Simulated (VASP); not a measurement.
# Ir (Fm-3m) in VASP: further runs

Ir is run at these levels: PBEsol; tasks: single point.

All numbers are computed with VASP 6.6.1; they aren't measurements. Logs are shortened: lines on timing, memory, paths and dates and some standing lists are left out, and cuts for length are marked.

### 1 The cell of the first run

The structure is cubic, space group Fm-3m (No. 225). The conventional cell has a = 3.808 Å, b = 3.808 Å, c = 3.808 Å, α = 90.00°, β = 90.00°, γ = 90.00°. Ir (site symmetry m-3m) has 12 Ir at 2.69 Å within 3.6 Å.

### 2 Single point, PBEsol

The input, INCAR:

```
SYSTEM = Ir
PREC = Accurate
ENCUT = 560
EDIFF = 1E-6
ISMEAR = -1
SIGMA = 0.05
LREAL = .False.
LASPH = .True.
NELM = 120
ALGO = Normal
ISIF = 2
LWAVE = .False.
LCHARG = .True.
GGA = PS
LELF = .True.
LVHAR = .True.
NBANDS = 14
GGA_COMPAT = .False.
```

The input, KPOINTS:

```
Automatic mesh
0
Gamma
  24 24 24
  0 0 0
```

The input, POSCAR:

```
Ir
1.0
    0.0000000000      1.9041475581      1.9041475581
    1.9041475581      0.0000000000      1.9041475581
    1.9041475581      1.9041475581      0.0000000000
Ir
1
Direct
    0.0000000000      0.0000000000      0.0000000000
```

Potentials or basis: VASP PAW PBE potentials, release 64 (Ir_sv_GW).

Run with:

```
cat potpaw_PBE.64/Ir_sv_GW/POTCAR > POTCAR
mpirun -np 1 vasp_std > vasp.out
```

OUTCAR:

```text
SYSTEM = Ir
   PREC = Accurate
   ENCUT = 560
   EDIFF = 1E-6
   ISMEAR = -1
   LREAL = .False.
   LASPH = .True.
   NELM = 120
   ISIF = 2
   GGA = PS

 ion  position               nearest neighbor table
   1  0.000  0.000  0.000-

  LATTYP: Found a face centered cubic cell.
 ALAT       =     3.8082951162

  Lattice vectors:

 A1 = (   0.0000000000,   1.9041475581,   1.9041475581)
 A2 = (   1.9041475581,   0.0000000000,   1.9041475581)
 A3 = (   1.9041475581,   1.9041475581,   0.0000000000)

Analysis of symmetry for initial positions (statically):
=====================================================================
 Subroutine PRICEL returns:
 Original cell was already a primitive cell.

 Routine SETGRP: Setting up the symmetry group for a
 face centered cubic supercell.

 Subroutine GETGRP returns: Found 48 space group operations
 (whereof 48 operations were pure point group operations)
 out of a pool of 48 trial point group operations.

The static configuration has the point symmetry O_h .

Analysis of symmetry for dynamics (positions and initial velocities):
=====================================================================
 Subroutine PRICEL returns:
 Original cell was already a primitive cell.

 Routine SETGRP: Setting up the symmetry group for a
 face centered cubic supercell.

 Subroutine GETGRP returns: Found 48 space group operations
 (whereof 48 operations were pure point group operations)
 out of a pool of 48 trial point group operations.

The dynamic configuration has the point symmetry O_h .

 Subroutine INISYM returns: Found 48 space group operations
 (whereof 48 operations are pure point group operations),
 and found     1 'primitive' translations

----------------------------------------------------------------------------------------

                                     Primitive cell

  volume of cell :      13.8080

  direct lattice vectors                    reciprocal lattice vectors
     0.000000000  1.904147558  1.904147558    -0.262584692  0.262584692  0.262584692
     1.904147558  0.000000000  1.904147558     0.262584692 -0.262584692  0.262584692
     1.904147558  1.904147558  0.000000000     0.262584692  0.262584692 -0.262584692

  length of vectors
     2.692871301  2.692871301  2.692871301     0.454810028  0.454810028  0.454810028

  position of ions in fractional coordinates (direct lattice)
     0.000000000  0.000000000  0.000000000

  ion indices of the primitive-cell ions
   primitive index   ion index
                 1           1

----------------------------------------------------------------------------------------

 KPOINTS: Automatic mesh

Automatic generation of k-mesh.
 Grid dimensions read from file:
 generate k-points for:   24   24   24

 Generating k-lattice:

  Cartesian coordinates                     Fractional coordinates (reciprocal lattice)
    -0.010941029  0.010941029  0.010941029     0.041666667  0.000000000  0.000000000
     0.010941029 -0.010941029  0.010941029     0.000000000  0.041666667  0.000000000
     0.010941029  0.010941029 -0.010941029     0.000000000  0.000000000  0.041666667

  Length of vectors
     0.018950418  0.018950418  0.018950418

  Shift w.r.t. Gamma in fractional coordinates (k-lattice)
     0.000000000  0.000000000  0.000000000

 Subroutine IBZKPT returns following result:
 ===========================================

 Found    413 irreducible k-points:

 Following reciprocal coordinates:
            Coordinates               Weight
  0.000000  0.000000  0.000000      1.000000
  0.041667  0.000000  0.000000      8.000000
  0.083333  0.000000  0.000000      8.000000
  0.125000  0.000000  0.000000      8.000000
  0.166667  0.000000  0.000000      8.000000
  0.208333  0.000000  0.000000      8.000000
[... 16 lines left out ...]
  0.416667  0.041667  0.000000     24.000000
  0.458333  0.041667  0.000000     24.000000
 [... further k-points ...]
   k-points           NKPTS =    413   k-points in BZ     NKDIM =    413   number of bands    NBANDS=     14
   number of dos      NEDOS =    301   number of ions     NIONS =      1
   total plane-waves  NPLWV =  13824
   dimension x,y,z NGX =    24 NGY =   24 NGZ =   24
   dimension x,y,z NGXF=    48 NGYF=   48 NGZF=   48
   ions per type =               1
   NGX,Y,Z   is equivalent  to a cutoff of  14.82, 14.82, 14.82 a.u.
   NGXF,Y,Z  is equivalent  to a cutoff of  29.63, 29.63, 29.63 a.u.
 SYSTEM =  Ir
   PREC   = accura    normal or accurate (medium, high low for compatibility)
   ISTART =      0    job   : 0-new  1-cont  2-samecut
   ICHARG =      2    charge: 1-file 2-atom 10-const
   ISPIN  =      1    spin polarized calculation?
   LNONCOLLINEAR =      F non collinear calculations
   LSORBIT =      F    spin-orbit coupling
   LASPH  =      T    aspherical Exc in radial PAW
   ENCUT  =  560.0 eV  41.16 Ry    6.42 a.u.   5.20  5.20  5.20*2*pi/ulx,y,z
   NELM   =    120;   NELMIN=  2; NELMDL= -5     # of ELM steps
   EDIFF  = 0.1E-05   stopping-criterion for ELM
   LREAL  =      F    real-space projection
   EDIFFG = 0.1E-04   stopping-criterion for IOM
   NSW    =      0    number of steps for IOM
   IBRION =     -1    ionic relax: 0-MD 1-quasi-New 2-CG
   NFREE  =      0    steps in history (QN), initial steepest desc. (CG)
   ISIF   =      2    stress and relaxation
   ISYM   =      2    0-nonsym 1-usesym 2-fastsym
   POTIM  = 0.5000    time-step for ionic-motion
   TEBEG  =    0.0;   TEEND  =   0.0 temperature during run
   PSTRESS=    0.0 pullay stress
   NELECT =      17.0000    total number of electrons
   NUPDOWN=      -1.0000    fix difference up-down
   EMIN   =  10.00;   EMAX   =-10.00  energy-range for DOS
   EFERMI =   0.00;   METHOD = LEGACY
   ISMEAR =    -1;   SIGMA  =   0.05  broadening in eV -4-tet -1-fermi 0-gaus
   EFERMI_NEDOS =   21; number of points for ismear=-14 and -15
   IALGO  =     38    algorithm
   IMIX   =      4    mixing-type and parameters
     AMIX     =   0.40;   BMIX     =  1.00
     AMIX_MAG =   1.60;   BMIX_MAG =  1.00
  volume/ion in A,a.u.               =      13.81        93.18
  Fermi-wavevector in a.u.,A,eV,Ry     =   1.754610  3.315732 41.887650  3.078655
  Thomas-Fermi vector in A             =   2.824517
   LORBIT       =      0    0 simple, 1 ext, 2 COOP (PROOUT), +10 PAW based schemes
   GGA     = PS    functional components
   LHFCALC =     F    Hartree Fock is set to
   AEXX    =    0.0000 exact exchange contribution
   IVDW    =     0    specifies the selected vdW correction
   LEPSILON=     F    determine dielectric tensor
   LRPA    =     F    only Hartree local field effects (RPA)
 non-spin polarized calculation
  energy-cutoff  :      560.00
  volume of cell :       13.81
 maximum number of plane-waves:       432
 NGX is ok and might be reduce to    24
   NGX = 11   NGY = 11   NGZ = 11

 number of electron      17.0000000 magnetization

 Free energy of the ion-electron system (eV)
  ---------------------------------------------------
  ext. energy  EPLUGINS =         0.00000000
  ---------------------------------------------------
  free energy    TOTEN  =       -10.39722967 eV

  energy without entropy =      -10.38989983  energy(sigma->0) =      -10.39356475

 E-fermi :  13.2176     XC(G=0): -14.8627

 val. band max:       13.2158125594   @ k =   0.4167   0.0833   0.0417
 cond. band min:      13.2186628070   @ k =   0.5000   0.4583   0.0417
 fundamental gap:      0.0028502476
 Fermi energy:        13.2175896318

 k-point     1 :       0.0000    0.0000    0.0000
  band No.  band energies     occupation
      1     -79.8816      2.00000
      2     -36.2388      2.00000
      3     -36.2388      2.00000
      4     -36.2388      2.00000
      5       1.7799      2.00000
      6       9.1726      2.00000
      7       9.1726      2.00000
      8       9.1726      2.00000
      9      11.9905      2.00000
     10      11.9905      2.00000
     11      26.7257      0.00000
     12      32.3668      0.00000
     13      32.3668      0.00000
     14      32.3668      0.00000

 k-point     2 :       0.0417    0.0000    0.0000
  band No.  band energies     occupation
      1     -79.8803      2.00000
      2     -36.2541      2.00000
      3     -36.2409      2.00000
      4     -36.2409      2.00000
      5       1.8602      2.00000
      6       9.1276      2.00000
      7       9.2078      2.00000
      8       9.2078      2.00000
      9      11.9660      2.00000
     10      11.9660      2.00000
     11      26.8682      0.00000
     12      31.9790      0.00000
     13      32.5027      0.00000
     14      32.5027      0.00000

 k-point     3 :       0.0833    0.0000    0.0000
  band No.  band energies     occupation
      1     -79.8767      2.00000
      2     -36.2986      2.00000
      3     -36.2469      2.00000
      4     -36.2469      2.00000
      5       2.0964      2.00000
      6       9.0040      2.00000
      7       9.3064      2.00000
      8       9.3064      2.00000
      9      11.9032      2.00000
     10      11.9032      2.00000
     11      27.2767      0.00000
     12      31.0833      0.00000
     13      32.9043      0.00000
     14      32.9043      0.00000
[... 324 lines left out ...]
 k-point    23 :       0.4167    0.0417    0.0000
  band No.  band energies     occupation
      1     -79.8146      2.00000
      2     -37.0198      2.00000
      3     -36.3576      2.00000
      4     -36.3527      2.00000
      5       4.8990      2.00000
      6       9.1147      2.00000
      7       9.2654      2.00000
      8      10.7926      2.00000
      9      13.7514      0.00005
     10      13.8839      0.00000
     11      22.4322      0.00000
     12      27.1393      0.00000
     13      33.1231      0.00000
     14      33.7980      0.00000

 k-point    24 :       0.4583    0.0417    0.0000
  band No.  band energies     occupation
      1     -79.8101      2.00000
      2     -37.0688      2.00000
      3     -36.3627      2.00000
      4     -36.3622      2.00000
      5       4.8989      2.00000
      6       9.0326      2.00000
      7       9.1756      2.00000
      8      11.5493      2.00000
      9      14.1160      0.00000
     10      14.2200      0.00000
     11      21.3332      0.00000
     12      26.7262      0.00000
     13      32.5683      0.00000
     14      32.9341      0.00000

 [... further k-points ...]

------------------------ aborting loop because EDIFF is reached ----------------------------------------

  FORCE on cell =-STRESS in cart. coord.  units (eV):
  Direction    XX          YY          ZZ          XY          YZ          ZX
  --------------------------------------------------------------------------------------
  -------------------------------------------------------------------------------------
  Total        0.4385705      0.4385705      0.4385705      0.0000000      0.0000000      0.0000000
  in kB       50.8883314     50.8883314     50.8883314      0.0000000      0.0000000      0.0000000
  external PRESSURE =      50.8883314 kB  Pullay stress =       0.0000000 kB

 VOLUME and BASIS-vectors are now :
 -----------------------------------------------------------------------------
  energy-cutoff  :      560.00
  volume of cell :       13.81
      direct lattice vectors                 reciprocal lattice vectors
     0.000000000  1.904147558  1.904147558    -0.262584692  0.262584692  0.262584692
     1.904147558  0.000000000  1.904147558     0.262584692 -0.262584692  0.262584692
     1.904147558  1.904147558  0.000000000     0.262584692  0.262584692 -0.262584692

 POSITION                                       TOTAL-FORCE (eV/Angst)
 -----------------------------------------------------------------------------------
      0.00000      0.00000      0.00000         0.000000      0.000000      0.000000
 -----------------------------------------------------------------------------------
    total drift:                                0.000000     -0.000000     -0.000000

  FREE ENERGIE OF THE ION-ELECTRON SYSTEM (eV)
  ---------------------------------------------------
  free  energy   TOTEN  =       -10.3972296660 eV

  energy  without entropy=      -10.3898998270  energy(sigma->0) =      -10.39356475
```

It took 43 s on 1 thread of AMD EPYC 9R45 (Zen 5), shared host; peak memory 0.19 GiB.

What came out:

- Free energy: -10.3972 eV
- Pressure: 5.1 GPa
- Band gap on the k mesh: zero (an odd number of electrons rules out a gap without spin polarisation)

Caveat: the cell stands under pressure; the PAW data sets were made with another functional, which shifts forces and pressure a little; spin-orbit coupling is left out, which moves the levels of the heavy elements.

### 3 Single point, PBEsol

This run uses another cell than the first one, of 13.71 Å³/atom.

The input, INCAR:

```
SYSTEM = Ir
  PREC = Accurate
  ENCUT = 560
  EDIFF = 1E-6
  ISMEAR = -1
  SIGMA = 0.05
  LREAL = .False.
  LASPH = .True.
  NELM = 120
  ALGO = Normal
  ISIF = 2
  LWAVE = .False.
  LCHARG = .False.
  GGA = PS
  NBANDS = 14
  GGA_COMPAT = .False.
```

The input, KPOINTS:

```
regular mesh
0
Gamma
  24 24 24
  0 0 0
```

The input, POSCAR:

```
Ir
1.0
    0.0000000000      1.8997604892      1.8997604892
    1.8997604892      0.0000000000      1.8997604892
    1.8997604892      1.8997604892      0.0000000000
Ir
1
Direct
    0.0000000000      0.0000000000      0.0000000000
```

Potentials or basis: VASP PAW PBE potentials, release 64 (Ir_sv_GW).

Run with:

```
cat potpaw_PBE.64/Ir_sv_GW/POTCAR > POTCAR
mpirun -np 1 vasp_std > vasp.out
```

Wall time 87 s (1 thread of Intel Xeon Platinum 8375C at 2.90GHz (Ice Lake), shared host); peak memory 0.22 GiB.

Results (log left out):

```
Free energy            : -10.3923 eV
Pressure               : 8.0 GPa
Band gap on the k mesh : zero (an odd number of electrons rules out a gap without spin polarisation)
```

Levels at points of the mesh, in eV from the Fermi level:
| k point | band 5 | band 6 | band 7 | band 8 | band 9 | band 10 | band 11 | band 12 |
| --- | --- | --- | --- | --- | --- | --- | --- | --- |
| (0.00, 0.00, 0.00) | -11.51 | -4.09 | -4.09 | -4.09 | -1.24 | -1.24 | 13.49 | 19.17 |
| (0.50, 0.00, 0.00) | -8.47 | -4.20 | -4.20 | -0.88 | 0.97 | 0.97 | 7.57 | 13.15 |
| (0.50, 0.50, 0.00) | -8.30 | -7.71 | 0.95 | 1.58 | 1.58 | 1.65 | 10.93 | 11.57 |

Caveat: the cell stands under pressure; the PAW data sets were made with another functional, which shifts forces and pressure a little; spin-orbit coupling is left out, which moves the levels of the heavy elements.

[end of part 1 of 2]
